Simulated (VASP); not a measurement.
# SnSe2 (P-3m1) in VASP: further runs, part 2 of 2

VASP 6.6.1. The steps go on from the part before.

### Step 4. Single point, PBEsol

This run uses another cell than the first one, of the same volume but with other edges.

The input, INCAR:

```
ALGO = Normal
EDIFF = 1E-6
ENCUT = 520
GGA = PS
ISIF = 2
ISMEAR = 0
LASPH = True
LCHARG = False
LREAL = False
LWAVE = False
NBANDS = 20
NELM = 80
PREC = Accurate
SIGMA = 0.05
```

The input, KPOINTS:

```
k-points
0
Gamma
  6 6 4
```

The input, POSCAR:

```
SnSe2
1.0
    4.1052739893      0.0000000000      0.0000000000
   -2.0526369947      3.5552715643      0.0000000000
    0.0000000000      0.0000000000      5.2887062771
Sn Se
1 2
Direct
    0.0000000000      0.0000000000      0.0000000000
    0.3333333333      0.6666666667      0.2500000000
    0.6666666667      0.3333333333      0.7500000000
```

Potentials or basis: VASP PAW PBE potentials, release 64 (Sn_d, Se).

Launch:

```console
$ cat potpaw_PBE.64/Sn_d/POTCAR potpaw_PBE.64/Se/POTCAR > POTCAR
$ mpirun -np 1 vasp_std > vasp.out
```

OUTCAR:

```text
EDIFF = 1E-6
   ENCUT = 520
   GGA = PS
   ISIF = 2
   ISMEAR = 0
   LASPH = True
   LREAL = False
   NELM = 80
   PREC = Accurate

 ion  position               nearest neighbor table
   1  0.000  0.000  0.000-   2 2.71   3 2.71   3 2.71   2 2.71   3 2.71   2 2.71
   2  0.333  0.667  0.250-   1 2.71   1 2.71   1 2.71
   3  0.667  0.333  0.750-   1 2.71   1 2.71   1 2.71

  LATTYP: Found a hexagonal cell.
 ALAT       =     4.1052739893
 C/A-ratio  =     1.2882712070

  Lattice vectors:

 A1 = (   4.1052739893,   0.0000000000,   0.0000000000)
 A2 = (  -2.0526369947,   3.5552715643,   0.0000000000)
 A3 = (   0.0000000000,   0.0000000000,   5.2887062771)

Analysis of symmetry for initial positions (statically):
=====================================================================
 Subroutine PRICEL returns:
 Original cell was already a primitive cell.

 Routine SETGRP: Setting up the symmetry group for a
 hexagonal supercell.

 Subroutine GETGRP returns: Found 12 space group operations
 (whereof 12 operations were pure point group operations)
 out of a pool of 24 trial point group operations.

The static configuration has the point symmetry D_3d.

Analysis of symmetry for dynamics (positions and initial velocities):
=====================================================================
 Subroutine PRICEL returns:
 Original cell was already a primitive cell.

 Routine SETGRP: Setting up the symmetry group for a
 hexagonal supercell.

 Subroutine GETGRP returns: Found 12 space group operations
 (whereof 12 operations were pure point group operations)
 out of a pool of 24 trial point group operations.

The dynamic configuration has the point symmetry D_3d.

 Subroutine INISYM returns: Found 12 space group operations
 (whereof 12 operations are pure point group operations),
 and found     1 'primitive' translations

----------------------------------------------------------------------------------------

                                     Primitive cell

  volume of cell :      77.1906

  direct lattice vectors                    reciprocal lattice vectors
     4.105273989  0.000000000  0.000000000     0.243589101  0.140636233  0.000000000
    -2.052636995  3.555271564  0.000000000     0.000000000  0.281272466  0.000000000
     0.000000000  0.000000000  5.288706277     0.000000000  0.000000000  0.189082159

  length of vectors
     4.105273989  4.105273989  5.288706277     0.281272466  0.281272466  0.189082159

  position of ions in fractional coordinates (direct lattice)
     0.000000000  0.000000000  0.000000000
     0.333333333  0.666666667  0.250000000
     0.666666667  0.333333333  0.750000000

  ion indices of the primitive-cell ions
   primitive index   ion index
                 1           1
                 2           2
                 3           3

----------------------------------------------------------------------------------------

 KPOINTS: k-points

Automatic generation of k-mesh.
 Grid dimensions read from file:
 generate k-points for:    6    6    4

 Generating k-lattice:

  Cartesian coordinates                     Fractional coordinates (reciprocal lattice)
     0.040598183  0.023439372  0.000000000     0.166666667  0.000000000  0.000000000
     0.000000000  0.046878744  0.000000000     0.000000000  0.166666667  0.000000000
     0.000000000  0.000000000  0.047270540     0.000000000  0.000000000  0.250000000

  Length of vectors
     0.046878744  0.046878744  0.047270540

  Shift w.r.t. Gamma in fractional coordinates (k-lattice)
     0.000000000  0.000000000  0.000000000

 Subroutine IBZKPT returns following result:
 ===========================================

 Found     24 irreducible k-points:

 Following reciprocal coordinates:
            Coordinates               Weight
  0.000000  0.000000  0.000000      1.000000
  0.166667 -0.000000  0.000000      6.000000
  0.333333  0.000000  0.000000      6.000000
  0.500000  0.000000  0.000000      3.000000
  0.166667  0.166667  0.000000      6.000000
  0.333333  0.166667  0.000000     12.000000
[... 16 lines left out ...]
  0.333333  0.166667  0.500000     12.000000
  0.333333  0.333333  0.500000      2.000000
   k-points           NKPTS =     24   k-points in BZ     NKDIM =     24   number of bands    NBANDS=     20
   number of dos      NEDOS =    301   number of ions     NIONS =      3
   total plane-waves  NPLWV =  40960
   dimension x,y,z NGX =    32 NGY =   32 NGZ =   40
   dimension x,y,z NGXF=    64 NGYF=   64 NGZF=   80
   ions per type =               1   2
   NGX,Y,Z   is equivalent  to a cutoff of  12.96, 12.96, 12.57 a.u.
   NGXF,Y,Z  is equivalent  to a cutoff of  25.92, 25.92, 25.15 a.u.
 SYSTEM =  unknown system
   PREC   = accura    normal or accurate (medium, high low for compatibility)
   ISTART =      0    job   : 0-new  1-cont  2-samecut
   ICHARG =      2    charge: 1-file 2-atom 10-const
   ISPIN  =      1    spin polarized calculation?
   LNONCOLLINEAR =      F non collinear calculations
   LSORBIT =      F    spin-orbit coupling
   LASPH  =      T    aspherical Exc in radial PAW
   ENCUT  =  520.0 eV  38.22 Ry    6.18 a.u.   7.63  7.63  9.83*2*pi/ulx,y,z
   NELM   =     80;   NELMIN=  2; NELMDL= -5     # of ELM steps
   EDIFF  = 0.1E-05   stopping-criterion for ELM
   LREAL  =      F    real-space projection
   EDIFFG = 0.1E-04   stopping-criterion for IOM
   NSW    =      0    number of steps for IOM
   IBRION =     -1    ionic relax: 0-MD 1-quasi-New 2-CG
   NFREE  =      0    steps in history (QN), initial steepest desc. (CG)
   ISIF   =      2    stress and relaxation
   ISYM   =      2    0-nonsym 1-usesym 2-fastsym
   POTIM  = 0.5000    time-step for ionic-motion
   TEBEG  =    0.0;   TEEND  =   0.0 temperature during run
   PSTRESS=    0.0 pullay stress
   NELECT =      26.0000    total number of electrons
   NUPDOWN=      -1.0000    fix difference up-down
   EMIN   =  10.00;   EMAX   =-10.00  energy-range for DOS
   EFERMI =   0.00;   METHOD = LEGACY
   ISMEAR =     0;   SIGMA  =   0.05  broadening in eV -4-tet -1-fermi 0-gaus
   EFERMI_NEDOS =   21; number of points for ismear=-14 and -15
   IALGO  =     38    algorithm
   IMIX   =      4    mixing-type and parameters
     AMIX     =   0.40;   BMIX     =  1.00
     AMIX_MAG =   1.60;   BMIX_MAG =  1.00
  volume/ion in A,a.u.               =      25.73       173.64
  Fermi-wavevector in a.u.,A,eV,Ry     =   1.139054  2.152501 17.652812  1.297445
  Thomas-Fermi vector in A             =   2.275758
   LORBIT       =      0    0 simple, 1 ext, 2 COOP (PROOUT), +10 PAW based schemes
   GGA     = PS    functional components
   LHFCALC =     F    Hartree Fock is set to
   AEXX    =    0.0000 exact exchange contribution
   IVDW    =     0    specifies the selected vdW correction
   LEPSILON=     F    determine dielectric tensor
   LRPA    =     F    only Hartree local field effects (RPA)
 non-spin polarized calculation
 Gauss-broadening in eV      SIGMA  =   0.05
  energy-cutoff  :      520.00
  volume of cell :       77.19
 maximum number of plane-waves:      2125
 NGX is ok and might be reduce to    32

 number of electron      25.9999994 magnetization

 Free energy of the ion-electron system (eV)
  ---------------------------------------------------
  ext. energy  EPLUGINS =         0.00000000
  ---------------------------------------------------
  free energy    TOTEN  =       -12.57831030 eV

  energy without entropy =      -12.57608308  energy(sigma->0) =      -12.57719669

 E-fermi :   4.8268     XC(G=0):  -9.7031

 val. band max:        4.8152059669   @ k =   0.1667  -0.0000   0.0000
 cond. band min:       4.8384426212   @ k =   0.0000   0.3333   0.2500
 fundamental gap:      0.0232366543
 Fermi energy:         4.8268242939

 k-point     1 :       0.0000    0.0000    0.0000
  band No.  band energies     occupation
      1     -17.0609      2.00000
      2     -17.0609      2.00000
      3     -17.0531      2.00000
      4     -17.0125      2.00000
      5     -17.0125      2.00000
      6      -9.7533      2.00000
[... 12 lines left out ...]
     19      12.7226      0.00000
     20      12.7226      0.00000
[... 507 lines left out ...]
 k-point    24 :       0.3333    0.3333    0.5000
  band No.  band energies     occupation
      1     -17.0816      2.00000
      2     -17.0816      2.00000
      3     -17.0311      2.00000
      4     -17.0042      2.00000
      5     -17.0042      2.00000
      6      -7.8256      2.00000
[... 12 lines left out ...]
     19      12.7163      0.00000
     20      12.7163      0.00000

------------------------ aborting loop because EDIFF is reached ----------------------------------------

  FORCE on cell =-STRESS in cart. coord.  units (eV):
  Direction    XX          YY          ZZ          XY          YZ          ZX
  --------------------------------------------------------------------------------------
  -------------------------------------------------------------------------------------
  Total       -0.4705415     -0.4705415      2.6599066      0.0000000     -0.0000000     -0.0000000
  in kB       -9.7666156     -9.7666156     55.2093441      0.0000000     -0.0000000     -0.0000000
  external PRESSURE =      11.8920376 kB  Pullay stress =       0.0000000 kB

 VOLUME and BASIS-vectors are now :
 -----------------------------------------------------------------------------
  energy-cutoff  :      520.00
  volume of cell :       77.19
      direct lattice vectors                 reciprocal lattice vectors
     4.105273989  0.000000000  0.000000000     0.243589101  0.140636233  0.000000000
    -2.052636995  3.555271564  0.000000000     0.000000000  0.281272466  0.000000000
     0.000000000  0.000000000  5.288706277     0.000000000  0.000000000  0.189082159

 POSITION                                       TOTAL-FORCE (eV/Angst)
 -----------------------------------------------------------------------------------
      0.00000      0.00000      0.00000        -0.000000      0.000000      0.000000
     -0.00000      2.37018      1.32218        -0.000000     -0.000000      1.173182
      2.05264      1.18509      3.96653         0.000000      0.000000     -1.173182
 -----------------------------------------------------------------------------------
    total drift:                               -0.000000     -0.000000      0.000000

  FREE ENERGIE OF THE ION-ELECTRON SYSTEM (eV)
  ---------------------------------------------------
  free  energy   TOTEN  =       -12.5783103026 eV

  energy  without entropy=      -12.5760830758  energy(sigma->0) =      -12.57719669
```

It took 37 s on 1 thread of Intel Xeon Platinum 8488C (Sapphire Rapids), shared host; peak memory 0.2 GiB.

Results:

| Property | Result |
| --- | --- |
| Free energy | -12.5783 eV |
| Pressure | 1.2 GPa |
| Largest force | 1.173 eV/Å |
| Band gap on the k mesh | 0.02 eV, indirect (least direct gap 0.71 eV) |

Forces in eV/Å, atoms in the order of the input:
```
Sn   0.000  0.000  0.000
Se   0.000  0.000  1.173
Se   0.000  0.000 -1.173
```

Caveat: the PAW data sets were made with another functional, which shifts forces and pressure a little; spin-orbit coupling is left out, which moves the levels of the heavy elements. A k mesh can miss the band edges.

### Step 5. Single point, PBEsol

This run uses another cell than the first one, of the same volume but with other edges.

The input, INCAR:

```
SYSTEM = SnSe2
PREC = Accurate
ENCUT = 520
EDIFF = 1E-6
ISMEAR = 0
SIGMA = 0.05
LREAL = .FALSE.
LASPH = .TRUE.
NELM = 100
ALGO = Normal
ISIF = 2
LWAVE = .FALSE.
LCHARG = .FALSE.
GGA = PS
NBANDS = 20
```

The input, KPOINTS:

```
Automatic mesh
0
G
  6 6 4
  0 0 0
```

The input, POSCAR:

```
SnSe2
1.0
    3.4918669901      0.0000000000      0.0000000000
   -1.7459334950      3.0240455200      0.0000000000
    0.0000000000      0.0000000000      7.3100165154
Sn Se
1 2
Direct
    0.0000000000      0.0000000000      0.0000000000
    0.3333333333      0.6666666667      0.2500000000
    0.6666666667      0.3333333333      0.7500000000
```

Launch:

```console
$ cat potpaw_PBE.64/Sn_d/POTCAR potpaw_PBE.64/Se/POTCAR > POTCAR
$ mpirun -np 1 vasp_std > vasp.out
```

Run time: 40 s. Hardware: 1 thread of Intel Xeon Platinum 8488C (Sapphire Rapids), shared host; peak memory 0.2 GiB.

Results (log left out):

```yaml
Free_energy: -12.2543 eV
Pressure: 3.5 GPa
Largest_force: 1.042 eV/Å
Band_gap_on_the_k_mesh: zero (band 13 reaches 5.01 eV, above the bottom of band 14 at 4.26 eV)
```

Forces on the atoms (eV/Å):
```
Sn   0.000  0.000  0.000
Se   0.000  0.000 -1.042
Se   0.000  0.000  1.042
```

Stress tensor (GPa, compression positive):
```
 9.75  0.00  0.00
 0.00  9.75  0.00
 0.00  0.00 -9.10
```

Levels at points of the mesh, in eV from the Fermi level:
```tsv
k point	band 11	band 12	band 13	band 14	band 15	band 16
(0.00, 0.00, 0.00)	-0.13	0.13	0.13	0.39	3.91	5.11
(0.50, 0.00, 0.00)	-2.59	-2.17	-0.70	0.11	2.77	3.80
(0.00, 0.00, 0.50)	-0.17	0.18	0.18	2.13	3.65	5.05
(0.50, 0.00, 0.50)	-2.21	-2.11	-0.83	-0.58	2.09	3.90
```

Caveat: the PAW data sets were made with another functional, which shifts forces and pressure a little; spin-orbit coupling is left out, which moves the levels of the heavy elements; this functional lacks dispersion, which binds the layers, so the pressure and a relaxed spacing across them are unreliable.

### Step 6. The runs side by side

| cell | gap on the mesh (eV) | pressure (GPa) | largest force (eV/Å) |
| --- | --- | --- | --- |
| a = 3.863, b = 3.863, c = 5.972 Å, angles 90.0, 90.0, 120.0°, 3 atoms | 0.49 | 2.3 | 0.75 |
| a = 3.750, b = 3.750, c = 6.340 Å, angles 90.0, 90.0, 120.0°, 3 atoms | 0.61 | 2.5 | 0.26 |
| a = 4.105, b = 4.105, c = 5.289 Å, angles 90.0, 90.0, 120.0°, 3 atoms | 0.02 | 1.2 | 1.17 |
| a = 3.492, b = 3.492, c = 7.310 Å, angles 90.0, 90.0, 120.0°, 3 atoms | none | 3.5 | 1.04 |

Alike in all rows: task single point; level PBEsol; potentials or basis VASP PAW PBE potentials, release 64 (Sn_d, Se); no spin polarisation; k mesh 6 × 6 × 4; cutoff (eV) 520; smearing gaussian 0.05 eV.

Caveats: the PAW data sets were made with another functional, which shifts forces and pressure a little; spin-orbit coupling is left out, which moves the levels of the heavy elements; this functional lacks dispersion, which binds the layers, so the pressure and a relaxed spacing across them are unreliable (some runs).

Absolute energies hang on the potentials; compare differences alone.
